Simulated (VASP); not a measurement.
# Sb: single point with PBE+D3(BJ)

Slab: Sb, a slab with vacuum.

```
Sb
1.0
     4.06868    0.00000    0.00000
    -2.03434    3.52358    0.00000
     0.00000    0.00000   20.80003
Sb
4
Direct
  0.33333 0.66667 0.29576
  0.66667 0.33333 0.21635
  0.11111 0.22222 0.55734
  0.44444 0.88889 0.47793
```

```
Program             : VASP 6.6.1
Task                : single point
Functional          : PBE
Dispersion          : D3(BJ)
Potentials or basis : VASP PAW PBE potentials, release 64 (Sb)
Cutoff              : 520 eV
k mesh              : 9 × 9 × 1
Occupations         : gaussian, width 0.05 eV
Spin                : no spin polarisation
```

| Property | Result |
| --- | --- |
| Largest force | 0.093 eV/Å |
| Band gap on the k mesh | 0.86 eV, indirect (least direct gap 1.32 eV) |
| Dispersion energy per atom | -0.292 eV |

Forces in eV/Å, atoms in the order of the input:
```
Sb   0.000 -0.032  0.087
Sb   0.000 -0.026 -0.084
Sb   0.000  0.026  0.084
Sb   0.000  0.032 -0.087
```

Levels at points of the mesh, in eV from the valence-band top:
```csv
k point,band 8,band 9,band 10,band 11,band 12,band 13
"(0.00, 0.00, 0.00)",-0.02,-0.01,0.00,1.49,2.00,2.69
```

Wall time 2.4 min on 1 thread of Intel(R) Xeon(R) Platinum 8559C (Emerald Rapids) (shared host), peak memory 0.43 GiB.

Caveat: spin-orbit coupling is left out, which moves the levels of the heavy elements.
